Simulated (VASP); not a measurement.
Here is a VASP 6.6.1 calculation.

POSCAR

```
AlN
1.0
    3.3121200000      0.0000000000      0.0000000000
   -1.6560600000      2.8683800000      0.0000000000
    0.0000000000      0.0000000000      4.1875600000
Al N
2 2
Direct
    0.3333333333      0.6666666667      0.7500000000
    0.6666666667      0.3333333333      0.2500000000
    0.3333333333      0.6666666667      0.2500000000
    0.6666666667      0.3333333333      0.7500000000
```

Contents of INCAR.step1:

```
SYSTEM = AlN
ALGO = Normal ; EDIFF = 1E-4
ENCUT = 520 ; GGA = PE
ISMEAR = -1 ; LASPH = .True.
LCHARG = .False. ; LREAL = .False.
LWAVE = .True. ; NBANDS = 16
NELM = 60 ; PREC = Accurate
SIGMA = 0.1
```

Contents of INCAR.step2:

```
SYSTEM = AlN
ALGO = Normal ; EDIFF = 1E-6
ENCUT = 520 ; ISIF = 2
ISMEAR = -1 ; ISTART = 1
LASPH = .True. ; LCHARG = .True.
LELF = .True. ; LMIXTAU = .True.
LREAL = .False. ; LVHAR = .True.
LWAVE = .False. ; METAGGA = R2SCAN
NBANDS = 16 ; NELM = 60
PREC = Accurate ; SIGMA = 0.1
```

File KPOINTS:

```
k-points
0
Gamma
  6 6 4
  0 0 0
```

Potentials or basis: VASP PAW PBE potentials, release 64 (Al, N).

Launch:

```console
$ cat potpaw_PBE.64/Al/POTCAR potpaw_PBE.64/N/POTCAR > POTCAR
$ cp INCAR.step1 INCAR
$ mpirun -np 1 vasp_std > vasp.out
$ cp INCAR.step2 INCAR
$ mpirun -np 1 vasp_std > vasp.out
```

Task: Estimate the pressure.

Result: -5.6 GPa.

Task: Predict the band gap on the k mesh.

Result: 3.86 eV, direct.

Stress tensor (GPa, compression positive):
```
-5.44  0.00  0.00
 0.00 -5.44  0.00
 0.00  0.00 -5.96
```

Caveat: the PAW data sets were made with another functional, which shifts forces and pressure a little. r2SCAN opens gaps a little over a GGA but as a rule still falls short of measured ones.
